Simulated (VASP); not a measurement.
Runs of VASP 6.6.1 on As. The structure is that of space group Pa-3 (No. 205), or close to it. The cells are those of the table. 

```csv
task,cell,k mesh,cutoff (eV),gap on the mesh (eV),pressure (GPa),largest force (eV/Å)
single point,"a = 5.723 Å, 12 atoms",4 × 4 × 4,520,none,49.0,0.49
single point,"a = 6.464 Å, 12 atoms",4 × 4 × 4,520,none,0.3,0.04
relaxation of cell and atoms,"relaxed from a = 5.723 Å, 12 atoms",4 × 4 × 4,600,none,0.0,0.01
single point,"a = 6.464 Å, 12 atoms",6 × 6 × 6,520,none,(a),0.04
```

Alike in all rows: level PBE; potentials or basis VASP PAW PBE potentials, release 64 (As); no spin polarisation; smearing gaussian 0.1 eV.

Task: Estimate the missing entries.

Result: (a) 0.2.

A k mesh can miss the band edges, and the runs leave out spin-orbit coupling on As.

A gap of «none» marks levels without a gap at the run's occupations.
